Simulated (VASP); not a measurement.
Runs of VASP 6.6.1 on GdO. The structure is that of space group Pm-3m (No. 221), or close to it. The cells are those of the table. 

```tsv
spin	U	cell	gap on the mesh (eV)	pressure (GPa)	moment (μB)
collinear	Gd f U = 6.0 eV	a = 3.102 Å, 2 atoms	none	-7.5	7.57
collinear, ferromagnetic start	Gd f U = 6.0 eV	a = 3.033 Å, 2 atoms	none	-0.2	7.52
off	Gd f U = 6.0 eV	a = 3.033 Å, 2 atoms	none	(b)	-
collinear, ferromagnetic start	Gd f U = 6.0 eV	a = 2.992 Å, 2 atoms	none	5.8	7.50
collinear, ferromagnetic start	Gd f U = 6.0 eV	a = 2.976 Å, 2 atoms	none	8.4	7.49
collinear	Gd f U = 6.0 eV	a = 3.130 Å, 2 atoms	none	-10.0	7.59
collinear	Gd f U = 6.0 eV	a = 3.072 Å, 2 atoms	none	-4.8	7.56
collinear, ferromagnetic start	Gd f U = 6.0 eV	a = 3.012 Å, 2 atoms	none	(a)	7.51
collinear, ferromagnetic start	Gd f U = 6.0 eV	a = 3.053 Å, 2 atoms	none	-2.6	7.54
collinear, ferromagnetic start	Gd f U = 5.0 eV	a = 3.033 Å, 2 atoms	none	-0.4	7.51
non-collinear, typed start, SOC	Gd f U = 6.0 eV	a = 3.033 Å, 2 atoms	-	-0.2	7.48
```

Alike in all rows: task single point; level PBE+U; potentials or basis VASP PAW PBE potentials, release 64 (Gd, O); k mesh 10 × 10 × 10; cutoff (eV) 520; smearing gaussian 0.05 eV.

Problem. Estimate the missing entries.

Solution. (a) 2.6; (b) -3.3.

Caveats: spin-orbit coupling is left out, which moves the levels of the heavy elements (at least some runs); a cell with one magnetic atom can't hold antiferromagnetic order, which such compounds often take (at least some runs); the cell stands under tension (at least some runs); the cell stands under pressure (at least some runs); U without spin polarisation on a metal has little footing (at least some runs).

A k mesh can miss the band edges, and rows without SOC leave out spin-orbit coupling on Gd.

A gap of «none» marks levels without a gap at the run's occupations.
